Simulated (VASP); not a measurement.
# CdS (F-43m) in VASP: single point with PBEsol

Aim: the single point of CdS with PBEsol.

Everything below comes from runs of VASP 6.6.1. Logs are shortened: lines on timing, memory, paths and dates and some standing lists are left out, and cuts for length are marked.

**1. The cell of the first run**

It takes space group F-43m (No. 216, cubic). The conventional cell has a = 5.823 Å, b = 5.823 Å, c = 5.823 Å, α = 90.00°, β = 90.00°, γ = 90.00°. Cd (site symmetry -43m) has 4 S at 2.52 Å within 3.3 Å. Within 3.3 Å of S (site symmetry -43m) lie 4 Cd at 2.52 Å.

**2. Single point, PBEsol (volume scaled by 1.000 of the coarse rest volume)**

Contents of INCAR:

```
ALGO = Normal
EDIFF = 1E-6
ENCUT = 520
GGA = PS
ISIF = 2
ISMEAR = 0
LASPH = True
LCHARG = True
LELF = True
LREAL = False
LVHAR = True
LWAVE = False
NBANDS = 16
NELM = 80
PREC = Accurate
SIGMA = 0.02
```

Contents of KPOINTS:

```
k-points
0
Gamma
  8 8 8
```

Contents of POSCAR:

```
CdS
1.0
    0.0000000000      2.9116000000      2.9116000000
    2.9116000000      0.0000000000      2.9116000000
    2.9116000000      2.9116000000      0.0000000000
Cd S
1 1
Direct
    0.0000000000      0.0000000000      0.0000000000
    0.2500000000      0.2500000000      0.2500000000
```

Potentials or basis: VASP PAW PBE potentials, release 64 (Cd, S).

Run with:

```console
$ cat potpaw_PBE.64/Cd/POTCAR potpaw_PBE.64/S/POTCAR > POTCAR
$ mpirun -np 1 vasp_std > vasp.out
```

OUTCAR:

```text
EDIFF = 1E-6
   ENCUT = 520
   GGA = PS
   ISIF = 2
   ISMEAR = 0
   LASPH = True
   LREAL = False
   NELM = 80
   PREC = Accurate

 ion  position               nearest neighbor table
   1  0.000  0.000  0.000-   2 2.52   2 2.52   2 2.52   2 2.52
   2  0.250  0.250  0.250-   1 2.52   1 2.52   1 2.52   1 2.52

  LATTYP: Found a face centered cubic cell.
 ALAT       =     5.8232000000

  Lattice vectors:

 A1 = (   0.0000000000,   2.9116000000,   2.9116000000)
 A2 = (   2.9116000000,   0.0000000000,   2.9116000000)
 A3 = (   2.9116000000,   2.9116000000,   0.0000000000)

Analysis of symmetry for initial positions (statically):
=====================================================================
 Subroutine PRICEL returns:
 Original cell was already a primitive cell.

 Routine SETGRP: Setting up the symmetry group for a
 face centered cubic supercell.

 Subroutine GETGRP returns: Found 24 space group operations
 (whereof 24 operations were pure point group operations)
 out of a pool of 48 trial point group operations.

The static configuration has the point symmetry T_d .

Analysis of symmetry for dynamics (positions and initial velocities):
=====================================================================
 Subroutine PRICEL returns:
 Original cell was already a primitive cell.

 Routine SETGRP: Setting up the symmetry group for a
 face centered cubic supercell.

 Subroutine GETGRP returns: Found 24 space group operations
 (whereof 24 operations were pure point group operations)
 out of a pool of 48 trial point group operations.

The dynamic configuration has the point symmetry T_d .

 Subroutine INISYM returns: Found 24 space group operations
 (whereof 24 operations are pure point group operations),
 and found     1 'primitive' translations

----------------------------------------------------------------------------------------

                                     Primitive cell

  volume of cell :      49.3657

  direct lattice vectors                    reciprocal lattice vectors
     0.000000000  2.911600000  2.911600000    -0.171726886  0.171726886  0.171726886
     2.911600000  0.000000000  2.911600000     0.171726886 -0.171726886  0.171726886
     2.911600000  2.911600000  0.000000000     0.171726886  0.171726886 -0.171726886

  length of vectors
     4.117624208  4.117624208  4.117624208     0.297439691  0.297439691  0.297439691

  position of ions in fractional coordinates (direct lattice)
     0.000000000  0.000000000  0.000000000
     0.250000000  0.250000000  0.250000000

  ion indices of the primitive-cell ions
   primitive index   ion index
                 1           1
                 2           2

----------------------------------------------------------------------------------------

 KPOINTS: k-points

Automatic generation of k-mesh.
 Grid dimensions read from file:
 generate k-points for:    8    8    8

 Generating k-lattice:

  Cartesian coordinates                     Fractional coordinates (reciprocal lattice)
    -0.021465861  0.021465861  0.021465861     0.125000000  0.000000000  0.000000000
     0.021465861 -0.021465861  0.021465861     0.000000000  0.125000000  0.000000000
     0.021465861  0.021465861 -0.021465861     0.000000000  0.000000000  0.125000000

  Length of vectors
     0.037179961  0.037179961  0.037179961

  Shift w.r.t. Gamma in fractional coordinates (k-lattice)
     0.000000000  0.000000000  0.000000000

 Subroutine IBZKPT returns following result:
 ===========================================

 Found     29 irreducible k-points:

 Following reciprocal coordinates:
            Coordinates               Weight
  0.000000  0.000000  0.000000      1.000000
  0.125000  0.000000  0.000000      8.000000
  0.250000  0.000000  0.000000      8.000000
  0.375000  0.000000  0.000000      8.000000
  0.500000  0.000000  0.000000      4.000000
  0.125000  0.125000  0.000000      6.000000
[... 16 lines left out ...]
  0.500000  0.250000  0.125000     48.000000
 -0.375000  0.250000  0.125000     24.000000
 [... further k-points ...]
   k-points           NKPTS =     29   k-points in BZ     NKDIM =     29   number of bands    NBANDS=     16
   number of dos      NEDOS =    301   number of ions     NIONS =      2
   total plane-waves  NPLWV =  32768
   dimension x,y,z NGX =    32 NGY =   32 NGZ =   32
   dimension x,y,z NGXF=    64 NGYF=   64 NGZF=   64
   ions per type =               1   1
   NGX,Y,Z   is equivalent  to a cutoff of  12.92, 12.92, 12.92 a.u.
   NGXF,Y,Z  is equivalent  to a cutoff of  25.84, 25.84, 25.84 a.u.
 SYSTEM =  unknown system
   PREC   = accura    normal or accurate (medium, high low for compatibility)
   ISTART =      0    job   : 0-new  1-cont  2-samecut
   ICHARG =      2    charge: 1-file 2-atom 10-const
   ISPIN  =      1    spin polarized calculation?
   LNONCOLLINEAR =      F non collinear calculations
   LSORBIT =      F    spin-orbit coupling
   LASPH  =      T    aspherical Exc in radial PAW
   ENCUT  =  520.0 eV  38.22 Ry    6.18 a.u.   7.66  7.66  7.66*2*pi/ulx,y,z
   NELM   =     80;   NELMIN=  2; NELMDL= -5     # of ELM steps
   EDIFF  = 0.1E-05   stopping-criterion for ELM
   LREAL  =      F    real-space projection
   EDIFFG = 0.1E-04   stopping-criterion for IOM
   NSW    =      0    number of steps for IOM
   IBRION =     -1    ionic relax: 0-MD 1-quasi-New 2-CG
   NFREE  =      0    steps in history (QN), initial steepest desc. (CG)
   ISIF   =      2    stress and relaxation
   ISYM   =      2    0-nonsym 1-usesym 2-fastsym
   POTIM  = 0.5000    time-step for ionic-motion
   TEBEG  =    0.0;   TEEND  =   0.0 temperature during run
   PSTRESS=    0.0 pullay stress
   NELECT =      18.0000    total number of electrons
   NUPDOWN=      -1.0000    fix difference up-down
   EMIN   =  10.00;   EMAX   =-10.00  energy-range for DOS
   EFERMI =   0.00;   METHOD = LEGACY
   ISMEAR =     0;   SIGMA  =   0.02  broadening in eV -4-tet -1-fermi 0-gaus
   EFERMI_NEDOS =   21; number of points for ismear=-14 and -15
   IALGO  =     38    algorithm
   IMIX   =      4    mixing-type and parameters
     AMIX     =   0.40;   BMIX     =  1.00
     AMIX_MAG =   1.60;   BMIX_MAG =  1.00
  volume/ion in A,a.u.               =      24.68       166.57
  Fermi-wavevector in a.u.,A,eV,Ry     =   1.169564  2.210155 18.611134  1.367880
  Thomas-Fermi vector in A             =   2.306035
   LORBIT       =      0    0 simple, 1 ext, 2 COOP (PROOUT), +10 PAW based schemes
   GGA     = PS    functional components
   LHFCALC =     F    Hartree Fock is set to
   AEXX    =    0.0000 exact exchange contribution
   IVDW    =     0    specifies the selected vdW correction
   LEPSILON=     F    determine dielectric tensor
   LRPA    =     F    only Hartree local field effects (RPA)
 non-spin polarized calculation
 Gauss-broadening in eV      SIGMA  =   0.02
  energy-cutoff  :      520.00
  volume of cell :       49.37
 maximum number of plane-waves:      1363
   NGX = 15   NGY = 15   NGZ = 15

 number of electron      18.0000004 magnetization

 Free energy of the ion-electron system (eV)
  ---------------------------------------------------
  ext. energy  EPLUGINS =         0.00000000
  ---------------------------------------------------
  free energy    TOTEN  =        -6.81304613 eV

  energy without entropy =       -6.81304613  energy(sigma->0) =       -6.81304613

 E-fermi :   1.4138     XC(G=0):  -9.4019

 val. band max:        1.2556258128   @ k =   0.0000   0.0000   0.0000
 cond. band min:       2.2741871355   @ k =   0.0000   0.0000   0.0000
 fundamental gap:      1.0185613226
 Fermi energy:         1.4137906498

 k-point     1 :       0.0000    0.0000    0.0000
  band No.  band energies     occupation
      1     -11.1605      2.00000
      2      -6.4927      2.00000
      3      -6.4927      2.00000
      4      -6.4927      2.00000
      5      -5.9975      2.00000
      6      -5.9975      2.00000
[... 8 lines left out ...]
     15      12.7093      0.00000
     16      12.7093      0.00000

 k-point     2 :       0.1250    0.0000    0.0000
  band No.  band energies     occupation
      1     -11.0959      2.00000
      2      -6.4696      2.00000
      3      -6.4696      2.00000
      4      -6.4401      2.00000
      5      -5.9987      2.00000
      6      -5.9987      2.00000
[... 8 lines left out ...]
     15      12.0706      0.00000
     16      13.0673      0.00000

 k-point     3 :       0.2500    0.0000    0.0000
  band No.  band energies     occupation
      1     -10.9390      2.00000
      2      -6.4195      2.00000
      3      -6.4195      2.00000
      4      -6.2479      2.00000
      5      -5.9934      2.00000
      6      -5.9934      2.00000
[... 8 lines left out ...]
     15      11.8239      0.00000
     16      12.3816      0.00000

 k-point     4 :       0.3750    0.0000    0.0000
  band No.  band energies     occupation
      1     -10.7818      2.00000
      2      -6.3810      2.00000
      3      -6.3810      2.00000
      4      -5.9728      2.00000
      5      -5.9728      2.00000
      6      -5.8842      2.00000
[... 8 lines left out ...]
     15      12.6955      0.00000
     16      12.6955      0.00000

 k-point     5 :       0.5000    0.0000    0.0000
  band No.  band energies     occupation
      1     -10.7171      2.00000
      2      -6.3692      2.00000
      3      -6.3692      2.00000
      4      -5.9589      2.00000
      5      -5.9589      2.00000
      6      -5.6121      2.00000
[... 8 lines left out ...]
     15      13.7724      0.00000
     16      13.7724      0.00000

 k-point     6 :       0.1250    0.1250    0.0000
  band No.  band energies     occupation
      1     -11.0746      2.00000
      2      -6.4514      2.00000
      3      -6.4475      2.00000
      4      -6.4475      2.00000
      5      -6.0145      2.00000
      6      -5.9843      2.00000
[... 8 lines left out ...]
     15      12.8110      0.00000
     16      13.7371      0.00000
[... 267 lines left out ...]
 k-point    21 :       0.5000    0.5000    0.0000
  band No.  band energies     occupation
      1     -10.5803      2.00000
      2      -6.2801      2.00000
      3      -6.1333      2.00000
      4      -6.1333      2.00000
      5      -5.9073      2.00000
      6      -5.5487      2.00000
[... 8 lines left out ...]
     15      13.6075      0.00000
     16      14.7208      0.00000

 k-point    22 :       0.3750    0.2500    0.1250
  band No.  band energies     occupation
      1     -10.8237      2.00000
      2      -6.3670      2.00000
      3      -6.3395      2.00000
      4      -6.1782      2.00000
      5      -5.9926      2.00000
      6      -5.9370      2.00000
[... 8 lines left out ...]
     15      13.2213      0.00000
     16      14.9991      0.00000

 k-point    23 :       0.5000    0.2500    0.1250
  band No.  band energies     occupation
      1     -10.7001      2.00000
      2      -6.3302      2.00000
      3      -6.3029      2.00000
      4      -6.0691      2.00000
      5      -5.9634      2.00000
      6      -5.7071      2.00000
[... 8 lines left out ...]
     15      13.9976      0.00000
     16      14.3098      0.00000

 k-point    24 :      -0.3750    0.2500    0.1250
  band No.  band energies     occupation
      1     -10.6496      2.00000
      2      -6.3256      2.00000
      3      -6.2853      2.00000
      4      -6.0261      2.00000
      5      -5.9705      2.00000
      6      -5.4944      2.00000
[... 8 lines left out ...]
     15      13.4552      0.00000
     16      14.3915      0.00000

 [... further k-points ...]
[... 5 lines left out ...]
  --------------------------------------------------------------------------------------
  -------------------------------------------------------------------------------------
  Total        0.1319502      0.1319502      0.1319502      0.0000000     -0.0000000      0.0000000
  in kB        4.2824832      4.2824832      4.2824832      0.0000000     -0.0000000      0.0000000
  external PRESSURE =       4.2824832 kB  Pullay stress =       0.0000000 kB

 VOLUME and BASIS-vectors are now :
 -----------------------------------------------------------------------------
  energy-cutoff  :      520.00
  volume of cell :       49.37
      direct lattice vectors                 reciprocal lattice vectors
     0.000000000  2.911600000  2.911600000    -0.171726886  0.171726886  0.171726886
     2.911600000  0.000000000  2.911600000     0.171726886 -0.171726886  0.171726886
     2.911600000  2.911600000  0.000000000     0.171726886  0.171726886 -0.171726886

 POSITION                                       TOTAL-FORCE (eV/Angst)
 -----------------------------------------------------------------------------------
      0.00000      0.00000      0.00000         0.000000      0.000000      0.000000
      1.45580      1.45580      1.45580        -0.000000     -0.000000     -0.000000
 -----------------------------------------------------------------------------------
    total drift:                               -0.000000     -0.000000     -0.000000

  FREE ENERGIE OF THE ION-ELECTRON SYSTEM (eV)
  ---------------------------------------------------
  free  energy   TOTEN  =        -6.8130461319 eV

  energy  without entropy=       -6.8130461319  energy(sigma->0) =       -6.81304613
```

Run time: 8.5 s. Hardware: 1 thread of Intel Xeon 6975P-C (Granite Rapids), shared host; peak memory 0.17 GiB.

Results:

* Free energy: -6.8130 eV
* Pressure: 0.4 GPa
* Band gap on the k mesh: 1.02 eV, direct

Levels at points of the mesh, in eV from the valence-band top:
```
           k point  band 6  band 7  band 8  band 9  band 10  band 11  band 12  band 13
(0.00, 0.00, 0.00)   -7.25    0.00    0.00    0.00     1.02     6.44     6.44     6.44
(0.50, 0.00, 0.00)   -6.87   -4.51   -0.77   -0.77     2.90     6.91     6.91     7.34
(0.50, 0.50, 0.00)   -6.80   -4.04   -1.93   -1.93     3.38     4.26     9.10    10.70
```

Caveat: the PAW data sets were made with another functional, which shifts forces and pressure a little.
